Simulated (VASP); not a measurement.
# NbRu3C (P-6m2) in VASP: further runs

Runs on NbRu3C. Level: PBE. Tasks: single point, relaxation of cell and atoms.

All numbers are computed with VASP 6.6.1; they aren't measurements. Logs are shortened: lines on timing, memory, paths and dates and some standing lists are left out, and cuts for length are marked.

## Step 1: The cell of the first run

It takes space group P-6m2 (No. 187, hexagonal). Conventional cell: a = 5.394 Å, b = 5.394 Å, c = 2.775 Å, α = 90.00°, β = 90.00°, γ = 120.00°. Within 3.6 Å of Nb (site symmetry -6m2) lie 6 Ru at 2.70 Å and 2 Nb at 2.77 Å and 6 C at 3.41 Å. Ru (site symmetry mm2) has 2 C at 2.10 Å and 6 Ru at 2.67 to 2.77 Å and 2 Nb at 2.70 Å within 2.8 Å. Within 2.8 Å of C (site symmetry -6m2) lie 6 Ru at 2.10 Å and 2 C at 2.77 Å.

The cell was built from a structure type or drawn by symmetry, and may not be a known phase.

## Step 2: Single point, PBE

The input, INCAR:

```
PREC = Accurate ; ENCUT = 520
EDIFF = 1E-6 ; ISMEAR = 0
SIGMA = 0.1 ; LREAL = F
LASPH = T ; NELM = 100
ALGO = Normal ; ISIF = 2
LWAVE = F ; LCHARG = F
GGA = PE ; NBANDS = 38
```

The input, KPOINTS:

```
Automatic mesh
0
Gamma
  6 6 4
```

The input, POSCAR:

```
NbRu3C
1.0
    5.3939223098     -0.0000000038      0.0000000000
   -2.6969611516      4.6712737482      0.0000000000
    0.0000000000      0.0000000000      2.7745328384
Nb Ru C
1 3 1
Direct
    0.6666666667      0.3333333333      0.5000000000
    0.1652168860      0.8347831140      0.5000000000
    0.1652168860      0.3304337719      0.5000000000
    0.6695662281      0.8347831140      0.5000000000
    0.3333333333      0.6666666667      0.0000000000
```

Potentials or basis: VASP PAW PBE potentials, release 64 (Nb_sv, Ru_pv, C).

Started as:

```sh
$ cat potpaw_PBE.64/Nb_sv/POTCAR potpaw_PBE.64/Ru_pv/POTCAR potpaw_PBE.64/C/POTCAR > POTCAR
$ mpirun -np 1 vasp_std > vasp.out
```

OUTCAR:

```text
PREC = Accurate
   ENCUT = 520
   EDIFF = 1E-6
   ISMEAR = 0
   LREAL = F
   LASPH = T
   NELM = 100
   ISIF = 2
   GGA = PE

 ion  position               nearest neighbor table
   1  0.667  0.333  0.500-   4 2.70   4 2.70   2 2.70   2 2.70   3 2.70   3 2.70
   2  0.165  0.835  0.500-   5 2.10   5 2.10   3 2.67   4 2.67   1 2.70   1 2.70   3 2.72   4 2.72

   3  0.165  0.330  0.500-   5 2.10   5 2.10   2 2.67   4 2.67   1 2.70   1 2.70   2 2.72   4 2.72

   4  0.670  0.835  0.500-   5 2.10   5 2.10   3 2.67   2 2.67   1 2.70   1 2.70   3 2.72   2 2.72

   5  0.333  0.667  0.000-   2 2.10   2 2.10   3 2.10   3 2.10   4 2.10   4 2.10

  LATTYP: Found a hexagonal cell.
 ALAT       =     5.3939223098
 C/A-ratio  =     0.5143813127

  Lattice vectors:

 A1 = (   5.3939223098,  -0.0000000038,   0.0000000000)
 A2 = (  -2.6969611516,   4.6712737482,   0.0000000000)
 A3 = (   0.0000000000,   0.0000000000,   2.7745328384)

Analysis of symmetry for initial positions (statically):
=====================================================================
 Subroutine PRICEL returns:
 Original cell was already a primitive cell.

 Routine SETGRP: Setting up the symmetry group for a
 hexagonal supercell.

 Subroutine GETGRP returns: Found 12 space group operations
 (whereof 12 operations were pure point group operations)
 out of a pool of 24 trial point group operations.

The static configuration has the point symmetry D_3h.

Analysis of symmetry for dynamics (positions and initial velocities):
=====================================================================
 Subroutine PRICEL returns:
 Original cell was already a primitive cell.

 Routine SETGRP: Setting up the symmetry group for a
 hexagonal supercell.

 Subroutine GETGRP returns: Found 12 space group operations
 (whereof 12 operations were pure point group operations)
 out of a pool of 24 trial point group operations.

The dynamic configuration has the point symmetry D_3h.

 Subroutine INISYM returns: Found 12 space group operations
 (whereof 12 operations are pure point group operations),
 and found     1 'primitive' translations

----------------------------------------------------------------------------------------

                                     Primitive cell

  volume of cell :      69.9085

  direct lattice vectors                    reciprocal lattice vectors
     5.393922310 -0.000000004  0.000000000     0.185393846  0.107037187  0.000000000
    -2.696961152  4.671273748  0.000000000     0.000000000  0.214074373  0.000000000
     0.000000000  0.000000000  2.774532838     0.000000000  0.000000000  0.360421036

  length of vectors
     5.393922310  5.393922310  2.774532838     0.214074373  0.214074373  0.360421036

  position of ions in fractional coordinates (direct lattice)
     0.666666667  0.333333333  0.500000000
     0.165216886  0.834783114  0.500000000
     0.165216886  0.330433772  0.500000000
     0.669566228  0.834783114  0.500000000
     0.333333333  0.666666667  0.000000000

  ion indices of the primitive-cell ions
   primitive index   ion index
                 1           1
                 2           2
                 3           3
                 4           4
                 5           5

----------------------------------------------------------------------------------------

 KPOINTS: Automatic mesh

Automatic generation of k-mesh.
 Grid dimensions read from file:
 generate k-points for:    6    6    4

 Generating k-lattice:

  Cartesian coordinates                     Fractional coordinates (reciprocal lattice)
     0.030898974  0.017839531  0.000000000     0.166666667 -0.000000000  0.000000000
     0.000000000  0.035679062  0.000000000     0.000000000  0.166666667  0.000000000
     0.000000000  0.000000000  0.090105259     0.000000000  0.000000000  0.250000000

  Length of vectors
     0.035679062  0.035679062  0.090105259

  Shift w.r.t. Gamma in fractional coordinates (k-lattice)
     0.000000000  0.000000000  0.000000000

 Subroutine IBZKPT returns following result:
 ===========================================

 Found     21 irreducible k-points:

 Following reciprocal coordinates:
            Coordinates               Weight
  0.000000  0.000000  0.000000      1.000000
  0.166667  0.000000  0.000000      6.000000
  0.333333  0.000000  0.000000      6.000000
  0.500000  0.000000  0.000000      3.000000
  0.166667  0.166667  0.000000      6.000000
  0.333333  0.166667  0.000000     12.000000
[... 13 lines left out ...]
  0.333333  0.166667  0.500000     12.000000
  0.333333  0.333333  0.500000      2.000000
   k-points           NKPTS =     21   k-points in BZ     NKDIM =     21   number of bands    NBANDS=     38
   number of dos      NEDOS =    301   number of ions     NIONS =      5
   total plane-waves  NPLWV =  38400
   dimension x,y,z NGX =    40 NGY =   40 NGZ =   24
   dimension x,y,z NGXF=    80 NGYF=   80 NGZF=   48
   ions per type =               1   3   1
   NGX,Y,Z   is equivalent  to a cutoff of  12.33, 12.33, 14.38 a.u.
   NGXF,Y,Z  is equivalent  to a cutoff of  24.66, 24.66, 28.76 a.u.
 SYSTEM =  unknown system
   PREC   = accura    normal or accurate (medium, high low for compatibility)
   ISTART =      0    job   : 0-new  1-cont  2-samecut
   ICHARG =      2    charge: 1-file 2-atom 10-const
   ISPIN  =      1    spin polarized calculation?
   LNONCOLLINEAR =      F non collinear calculations
   LSORBIT =      F    spin-orbit coupling
   LASPH  =      T    aspherical Exc in radial PAW
   ENCUT  =  520.0 eV  38.22 Ry    6.18 a.u.  10.03 10.03  5.16*2*pi/ulx,y,z
   NELM   =    100;   NELMIN=  2; NELMDL= -5     # of ELM steps
   EDIFF  = 0.1E-05   stopping-criterion for ELM
   LREAL  =      F    real-space projection
[... 7 lines left out ...]
   TEBEG  =    0.0;   TEEND  =   0.0 temperature during run
   PSTRESS=    0.0 pullay stress
   NELECT =      59.0000    total number of electrons
   NUPDOWN=      -1.0000    fix difference up-down
   EMIN   =  10.00;   EMAX   =-10.00  energy-range for DOS
   EFERMI =   0.00;   METHOD = LEGACY
   ISMEAR =     0;   SIGMA  =   0.10  broadening in eV -4-tet -1-fermi 0-gaus
   EFERMI_NEDOS =   21; number of points for ismear=-14 and -15
   IALGO  =     38    algorithm
   IMIX   =      4    mixing-type and parameters
     AMIX     =   0.40;   BMIX     =  1.00
     AMIX_MAG =   1.60;   BMIX_MAG =  1.00
  volume/ion in A,a.u.               =      13.98        94.35
  Fermi-wavevector in a.u.,A,eV,Ry     =   1.547090  2.923576 32.565369  2.393487
  Thomas-Fermi vector in A             =   2.652233
   LORBIT       =      0    0 simple, 1 ext, 2 COOP (PROOUT), +10 PAW based schemes
   GGA     = PE    functional components
   LHFCALC =     F    Hartree Fock is set to
   AEXX    =    0.0000 exact exchange contribution
   IVDW    =     0    specifies the selected vdW correction
   LEPSILON=     F    determine dielectric tensor
   LRPA    =     F    only Hartree local field effects (RPA)
 non-spin polarized calculation
 Gauss-broadening in eV      SIGMA  =   0.10
  energy-cutoff  :      520.00
  volume of cell :       69.91
 maximum number of plane-waves:      1898
   NGX = 21   NGY = 21   NGZ = 11

 number of electron      59.0000005 magnetization

 Free energy of the ion-electron system (eV)
  ---------------------------------------------------
  ext. energy  EPLUGINS =         0.00000000
  ---------------------------------------------------
  free energy    TOTEN  =       -44.75193641 eV

  energy without entropy =      -44.72311613  energy(sigma->0) =      -44.73752627

 E-fermi :  10.9728     XC(G=0): -13.0308

 val. band max:       10.9641596176   @ k =   0.3333   0.1667   0.0000
 cond. band min:      11.0062469737   @ k =   0.3333   0.1667   0.5000
 fundamental gap:      0.0420873561
 Fermi energy:        10.9727859374

 k-point     1 :       0.0000    0.0000    0.0000
  band No.  band energies     occupation
      1     -44.3892      2.00000
      2     -32.2115      2.00000
      3     -31.8176      2.00000
      4     -31.8176      2.00000
      5     -31.5035      2.00000
      6     -31.4214      2.00000
[... 30 lines left out ...]
     37      14.2998      0.00000
     38      15.4084      0.00000

 k-point     2 :       0.1667    0.0000    0.0000
  band No.  band energies     occupation
      1     -44.3897      2.00000
      2     -32.1745      2.00000
      3     -31.8117      2.00000
      4     -31.7908      2.00000
      5     -31.4986      2.00000
      6     -31.4609      2.00000
[... 30 lines left out ...]
     37      14.2498      0.00000
     38      15.7261      0.00000

 k-point     3 :       0.3333    0.0000    0.0000
  band No.  band energies     occupation
      1     -44.3909      2.00000
      2     -32.0852      2.00000
      3     -31.7957      2.00000
      4     -31.7178      2.00000
      5     -31.5630      2.00000
      6     -31.5092      2.00000
[... 30 lines left out ...]
     37      14.1542      0.00000
     38      15.4758      0.00000

 k-point     4 :       0.5000    0.0000    0.0000
  band No.  band energies     occupation
      1     -44.3914      2.00000
      2     -32.0273      2.00000
      3     -31.7782      2.00000
      4     -31.6369      2.00000
      5     -31.6363      2.00000
      6     -31.5911      2.00000
[... 30 lines left out ...]
     37      14.1084      0.00000
     38      15.2961      0.00000
[... 580 lines left out ...]
      4     -31.8438      2.00000
      5     -31.8254      2.00000
      6     -31.7572      2.00000
[... 30 lines left out ...]
     37      14.8504      0.00000
     38      15.6957      0.00000

 k-point    20 :       0.3333    0.1667    0.5000
  band No.  band energies     occupation
      1     -44.2462      2.00000
      2     -31.9569      2.00000
      3     -31.9009      2.00000
      4     -31.8619      2.00000
      5     -31.8255      2.00000
      6     -31.7657      2.00000
[... 30 lines left out ...]
     37      14.5356      0.00000
     38      16.4597      0.00000

 k-point    21 :       0.3333    0.3333    0.5000
  band No.  band energies     occupation
      1     -44.2465      2.00000
      2     -31.8877      2.00000
      3     -31.8750      2.00000
      4     -31.8585      2.00000
      5     -31.8528      2.00000
      6     -31.8255      2.00000
[... 30 lines left out ...]
     37      14.1275      0.00000
     38      16.4817      0.00000

------------------------ aborting loop because EDIFF is reached ----------------------------------------

  FORCE on cell =-STRESS in cart. coord.  units (eV):
  Direction    XX          YY          ZZ          XY          YZ          ZX
  --------------------------------------------------------------------------------------
  -------------------------------------------------------------------------------------
  Total        0.0649992      0.0649992     -0.0153723      0.0000000     -0.0000000     -0.0000000
  in kB        1.4896643      1.4896643     -0.3523059      0.0000000     -0.0000000     -0.0000000
  external PRESSURE =       0.8756742 kB  Pullay stress =       0.0000000 kB

 VOLUME and BASIS-vectors are now :
 -----------------------------------------------------------------------------
  energy-cutoff  :      520.00
  volume of cell :       69.91
      direct lattice vectors                 reciprocal lattice vectors
     5.393922310 -0.000000004  0.000000000     0.185393846  0.107037187  0.000000000
    -2.696961152  4.671273748  0.000000000     0.000000000  0.214074373  0.000000000
     0.000000000  0.000000000  2.774532838     0.000000000  0.000000000  0.360421036

 POSITION                                       TOTAL-FORCE (eV/Angst)
 -----------------------------------------------------------------------------------
      2.69696      1.55709      1.38727        -0.000000     -0.000000      0.000000
     -1.36021      3.89950      1.38727        -0.012172      0.007027     -0.000000
      0.00000      1.54355      1.38727        -0.000000     -0.014054     -0.000000
      1.36021      3.89950      1.38727         0.012172      0.007027     -0.000000
      0.00000      3.11418      0.00000        -0.000000      0.000000      0.000000
 -----------------------------------------------------------------------------------
    total drift:                               -0.000001      0.000001      0.000000

  FREE ENERGIE OF THE ION-ELECTRON SYSTEM (eV)
  ---------------------------------------------------
  free  energy   TOTEN  =       -44.7519364140 eV

  energy  without entropy=      -44.7231161285  energy(sigma->0) =      -44.73752627
```

It took 25 s on 1 thread of Intel Xeon 6975P-C (Granite Rapids), shared host; peak memory 0.21 GiB.

Results:

| Item | Value |
| --- | --- |
| Free energy | -44.7519 eV |
| Pressure | 0.1 GPa |
| Largest force | 0.014 eV/Å |
| Band gap on the k mesh | zero (an odd number of electrons rules out a gap without spin polarisation) |

Forces on the atoms (eV/Å):
```
Nb   0.000  0.000  0.000
Ru  -0.012  0.007  0.000
Ru   0.000 -0.014  0.000
Ru   0.012  0.007  0.000
C    0.000  0.000  0.000
```

Caveat: the k points lie up to 0.57 Å⁻¹ apart, too coarse for converged energies and pressures of a metal.

## Step 3: Single point, PBE

This run uses another cell than the first one, of 14.39 Å³/atom.

The input, INCAR:

```
  PREC = Accurate
  ENCUT = 520
  EDIFF = 1E-6
  ISMEAR = 0
  SIGMA = 0.1
  LREAL = F
  LASPH = T
  NELM = 60
  ALGO = Normal
  ISIF = 2
  LWAVE = F
  LCHARG = T
  GGA = PE
  LELF = T
  LVHAR = T
  NBANDS = 38
```

The input, KPOINTS:

```
regular mesh
0
Gamma
  6 6 4
```

The input, POSCAR:

```
NbRu3C
1.0
    4.1422075100      0.0000000000      0.0000000000
   -2.0711037500      3.5872569300      0.0000000000
    0.0000000000      0.0000000000      4.8404991400
Nb Ru C
1 3 1
Direct
    0.6666666700      0.3333333300      0.5000000000
    0.1779330500      0.8220669500      0.5000000000
    0.1779330500      0.3558661000      0.5000000000
    0.6441339000      0.8220669500      0.5000000000
    0.3333333300      0.6666666700      0.0000000000
```

Potentials or basis: VASP PAW PBE potentials, release 64 (Nb_sv, Ru_pv, C).

Started as:

```sh
$ cat potpaw_PBE.64/Nb_sv/POTCAR potpaw_PBE.64/Ru_pv/POTCAR potpaw_PBE.64/C/POTCAR > POTCAR
$ mpirun -np 1 vasp_std > vasp.out
```

Run time: 27 s. Hardware: 1 thread of Intel Xeon 6975P-C (Granite Rapids), shared host; peak memory 0.21 GiB.

It converged, with:

```
Free energy            : -8.9137 eV
Pressure               : 212.6 GPa
Largest force          : 20.385 eV/Å
Band gap on the k mesh : zero (an odd number of electrons rules out a gap without spin polarisation)
```

Forces in eV/Å, atoms in the order of the input:
```
Nb    0.000   0.000   0.000
Ru  -17.654  10.193   0.000
Ru    0.000 -20.385   0.000
Ru   17.654  10.193   0.000
C     0.000   0.000   0.000
```

Stress tensor (GPa, compression positive):
```
328.71   0.00   0.00
  0.00 328.71   0.00
  0.00   0.00 -19.53
```

Levels at points of the mesh, in eV from the Fermi level:
| k point | band 25 | band 26 | band 27 | band 28 | band 29 | band 30 | band 31 | band 32 | band 33 | band 34 |
| --- | --- | --- | --- | --- | --- | --- | --- | --- | --- | --- |
| (0.00, 0.00, 0.00) | -2.19 | -1.91 | -1.91 | 0.31 | 1.29 | 1.29 | 1.61 | 1.90 | 1.90 | 5.13 |
| (0.50, 0.00, 0.00) | -2.93 | -2.80 | -1.56 | -1.55 | -1.50 | -0.17 | 0.31 | 0.41 | 1.07 | 1.45 |
| (0.00, 0.00, 0.50) | -0.51 | -0.51 | 0.05 | 0.05 | 0.31 | 1.28 | 1.28 | 1.38 | 2.17 | 3.11 |
| (0.50, 0.00, 0.50) | -3.23 | -2.42 | -1.52 | -1.23 | -0.75 | -0.60 | -0.03 | 0.08 | 0.45 | 0.99 |

Caveat: atoms lie so close that the PAW spheres overlap strongly, which falsifies energies and pressures; the cell stands under pressure; forces of over 1 eV/Å act on the atoms, so gaps and moduli don't describe the material at rest.

(Continued in part 2 of 3.)
